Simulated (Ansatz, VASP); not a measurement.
# Os: VASP beside Ansatz

File POSCAR:

```
Os
1.0
    2.7393806551      0.0000000000      0.0000000000
   -1.3696903275      2.3723732379      0.0000000000
    0.0000000000      0.0000000000      4.3138178725
Os
2
Direct
    0.3333333333      0.6666666667      0.2500000000
    0.6666666667      0.3333333333      0.7500000000
```

INCAR.step1

```
SYSTEM = Os
PREC = Accurate ; ENCUT = 520
ISMEAR = -1 ; SIGMA = 0.6
LREAL = .False. ; LASPH = .True.
NELM = 80 ; NBANDS = 15
GGA = PE ; ALGO = Normal
EDIFF = 1E-4 ; LWAVE = .True.
LCHARG = .False.
```

INCAR.step2

```
SYSTEM = Os
PREC = Accurate ; ENCUT = 520
EDIFF = 1E-6 ; ISMEAR = -1
SIGMA = 0.6 ; LREAL = .False.
LASPH = .True. ; NELM = 80
ALGO = Normal ; ISIF = 2
LWAVE = .False. ; LCHARG = .False.
METAGGA = R2SCAN ; LMIXTAU = .True.
NBANDS = 15 ; ISTART = 1
```

KPOINTS

```
Automatic mesh
0
Gamma
  13 13 7
  0 0 0
```

Input for Ansatz:

```yaml
crystal:
  lattice:
    - [2.7393806551, 0.0, 0.0]
    - [-1.3696903275, 2.3723732379, 0.0]
    - [0.0, 0.0, 4.3138178725]
  atoms:
    - { symbol: Os, position: [0.3333333333, 0.6666666667, 0.25] }
    - { symbol: Os, position: [0.6666666667, 0.3333333333, 0.75] }
hamiltonian:
  xc: r2scan
  pseudopotentials:
    kind: paw
    azcp:
      Os: "pseudopotentials/Os.paw.azcp"
basis:
  ecutwfc: 500
  fft_grid_basis: typed
kpoints:
  mp_grid: { grid: [13, 13, 7], shift: [0, 0, 0] }
magnetization:
  spin_polarized: false
scf:
  occupations: { method: fermi_dirac, width: 0.6 }
  lower_state_search: "off"
output:
  stress: true
  write_density: true
  write_potential: true
  elf: true
  volumetric_format: npy
```

Alike in both runs: task single point; functional r2SCAN; k mesh 13 × 13 × 7; occupations fermi-dirac, width 0.6 eV; no spin polarisation.

|  | VASP | Ansatz |
| --- | --- | --- |
| version | VASP 6.6.1 | Ansatz 0.2.0 |
| potentials or method | VASP PAW PBE potentials, release 64 (Os), cutoff 520 eV | plane waves (500 eV) with PAW, scalar-relativistic |
| valence electrons in the cell | 16 | 32 |

VASP gave:

```
pressure (GPa)                                                : 9.2
traceless stress, the component that is largest in VASP (GPa) : 3.25
```

Task: What did Ansatz give for the same quantities?

Result: Pressure (GPa): 7.9; traceless stress, the component that is largest in VASP (GPa): 3.22.

VASP's potentials were made for PBE, not for r2SCAN. VASP's potentials hold 16 valence electrons a cell and Ansatz's 32, so a difference there can come from the potentials and not from the codes.

Spin-orbit coupling is off throughout.
